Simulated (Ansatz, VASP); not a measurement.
ZnS: VASP beside Ansatz

INCAR

```
SYSTEM = ZnS
ALGO = Normal
EDIFF = 1E-6
ENCUT = 520
GGA = PE
ISIF = 2
ISMEAR = 0
LASPH = .TRUE.
LCHARG = .FALSE.
LREAL = .FALSE.
LWAVE = .FALSE.
NBANDS = 46
NELM = 80
PREC = Accurate
SIGMA = 0.05
```

The input KPOINTS:

```
k-points
0
G
  7 7 3
  0 0 0
```

POSCAR

```
ZnS
1.0
   -2.7046500000     -2.7046500000      0.0000000000
    2.7046500000     -2.7046500000      0.0000000000
    0.0000000000      0.0000000000     11.3186000000
Zn S
4 4
Direct
    0.0000000000      0.0000000000      0.8960858675
    0.5000000000      0.5000000000      0.1792171735
    0.0000000000      0.0000000000      0.4181734048
    0.5000000000      0.5000000000      0.6571296362
    0.5000000000      0.0000000000      0.2986952892
    0.0000000000      0.5000000000      0.5376515205
    0.5000000000      0.0000000000      0.7766077518
    0.0000000000      0.5000000000      0.0597390578
```

Input for Ansatz:

```yaml
crystal:
  lattice:
    - [-2.70465, -2.70465, 0.0]
    - [2.70465, -2.70465, 0.0]
    - [0.0, 0.0, 11.3186]
  atoms:
    - { symbol: Zn, position: [0.0, 0.0, 0.8960858675] }
    - { symbol: Zn, position: [0.5, 0.5, 0.1792171735] }
    - { symbol: Zn, position: [0.0, 0.0, 0.4181734048] }
    - { symbol: Zn, position: [0.5, 0.5, 0.6571296362] }
    - { symbol: S, position: [0.5, 0.0, 0.2986952892] }
    - { symbol: S, position: [0.0, 0.5, 0.5376515205] }
    - { symbol: S, position: [0.5, 0.0, 0.7766077518] }
    - { symbol: S, position: [0.0, 0.5, 0.0597390578] }
basis:
  ecutwfc: 420
kpoints:
  mp_grid: { grid: [7, 7, 3] }
hamiltonian:
  xc: pbe
scf:
  occupations: { method: gaussian, width: 0.05 }
output:
  forces: true
  stress: true
  eigenvalues: true
```

Alike in both runs: task single point; functional PBE; k mesh 7 × 7 × 3; occupations gaussian, width 0.05 eV; no spin polarisation.

```csv
,VASP,Ansatz
version,VASP 6.6.1,Ansatz 0.2.0
potentials or method,"VASP PAW PBE potentials, release 64 (Zn, S), cutoff 520 eV","scalar-relativistic, plane waves, PAW"
valence electrons in the cell,72,72
```

Ansatz gave:

```
gap on the k mesh at the Fermi level (eV)                     : 1.44
least direct gap on the mesh (eV)                             : 1.44
pressure (GPa)                                                : -0.9
traceless stress, the component that is largest in VASP (GPa) : -1.87
rms of the force components (eV/Å)                            : 0.471
```

Question: Estimate VASP's values.

Answer: gap on the k mesh at the Fermi level (eV): 1.44; least direct gap on the mesh (eV): 1.44; pressure (GPa): -0.7; traceless stress, the component that is largest in VASP (GPa): -1.86; rms of the force components (eV/Å): 0.475.

Atom by atom the forces differ by 0.004 eV/Å (rms over components).
